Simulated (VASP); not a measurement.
Here is a VASP 6.6.1 calculation.

Contents of INCAR:

```
SYSTEM = Si
  PREC = Accurate
  ENCUT = 520
  EDIFF = 1E-6
  ISMEAR = -1
  SIGMA = 0.05
  LREAL = .False.
  LASPH = .True.
  NELM = 100
  ALGO = Normal
  ISIF = 2
  LWAVE = .False.
  LCHARG = .False.
  GGA = PS
  NBANDS = 26
```

KPOINTS

```
regular mesh
0
Gamma
  6 6 4
  0 0 0
```

POSCAR

```
Si
1.0
    7.6478114833     -0.0064240193      0.0001140136
   -1.9147796814      3.3167413544      0.0000595751
    0.0000551358      0.0001433933      6.3214060461
Si
8
Direct
    0.1705425911      0.6754791281     -0.0109242701
    0.3369601784      0.3416362240      0.4890759000
    0.1705475978      0.6752497511      0.3632063405
    0.3369564845      0.3418727008      0.8632059146
    0.6705328133      0.6752208835     -0.0109321375
    0.8369611318      0.3421186492      0.4890727667
    0.6705480499      0.6757235660      0.3632026413
    0.8369616003      0.3416346953      0.8632117822
```

Potentials or basis: VASP PAW PBE potentials, release 64 (Si).

Run with:

```bash
$ cat potpaw_PBE.64/Si/POTCAR > POTCAR
$ mpirun -np 1 vasp_std > vasp.out
```

Question: What does it give for the band gap on the k mesh?

Answer: 0.26 eV.

Question: What does it give for the pressure?

Answer: 0.1 GPa.

Caveat: the PAW data sets were made with another functional, which shifts forces and pressure a little. A k mesh can miss the band edges.
